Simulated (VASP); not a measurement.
# ZnS: single point with r2SCAN+D4

ZnS:

```xyz
2
Lattice="0.0000 2.7198 2.7198 2.7198 0.0000 2.7198 2.7198 2.7198 0.0000" Properties=species:S:1:pos:R:3 pbc="T T T"
Zn    0.0000    0.0000    0.0000
S     4.0797    4.0797    4.0797
```

This cell differs from its parent crystal: volume scaled by 1.04.

```yaml
Program: VASP 6.6.1
Task: single point
Functional: r2SCAN
Dispersion: D4
Potentials_or_basis: VASP PAW PBE potentials, release 64 (Zn, S)
Cutoff: 520 eV
k_mesh: 8 × 8 × 8
Occupations: gaussian, width 0.05 eV
Spin: no spin polarisation
```

```json
{"Pressure": "-2.9 GPa", "Band gap on the k mesh": "2.58 eV, direct", "Dispersion energy per atom": "-0.113 eV"}
```

Levels at points of the mesh, in eV from the valence-band top:
```
           k point  band 5  band 6  band 7  band 8  band 9  band 10  band 11  band 12  band 13  band 14
(0.00, 0.00, 0.00)   -5.90   -5.90    0.00    0.00    0.00     2.58     6.92     6.92     6.92    12.28
(0.50, 0.00, 0.00)   -5.87   -5.71   -5.26   -0.86   -0.86     3.77     7.41     7.41     9.34    12.75
(0.50, 0.50, 0.00)   -5.83   -5.69   -4.53   -2.21   -2.21     3.77     4.48    11.61    12.68    12.68
```

It took 55 s on 1 thread of Intel Xeon 6975P-C (shared host), peak memory 0.18 GiB.

Caveat: the PAW data sets were made with another functional, which shifts forces and pressure a little.
